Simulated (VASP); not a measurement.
Runs of VASP 6.6.1 on HfC (CsCl type). The structure is that of space group Pm-3m (No. 221), or close to it. The cells are those of the table. 

| task | cell | cutoff (eV) | gap on the mesh (eV) | pressure (GPa) |
| --- | --- | --- | --- | --- |
| relaxation of cell and atoms | relaxed to 20 GPa from a = 2.801 Å, 2 atoms | 600 | none | 20.0 |
| single point | a = 2.822 Å, 2 atoms | 520 | none | 18.4 |
| single point | a = 2.821 Å, 2 atoms | 520 | none | (a) |
| relaxation of cell and atoms | relaxed to 20 GPa from a = 2.821 Å, 2 atoms | 600 | none | 20.0 |

Alike in all rows: level PBE; potentials or basis VASP PAW PBE potentials, release 64 (Hf_pv, C); no spin polarisation; k mesh 13 × 13 × 13; smearing fermi-dirac 0.05 eV.

Estimate the missing entries.

(a) 18.5.

Caveats: spin-orbit coupling is left out, which moves the levels of the heavy elements; the cell is relaxed towards a set pressure, so the enthalpy falls and the energy may rise (some runs).

A k mesh can miss the band edges, and the runs leave out spin-orbit coupling on Hf.

A gap of «none» marks levels without a gap at the run's occupations.
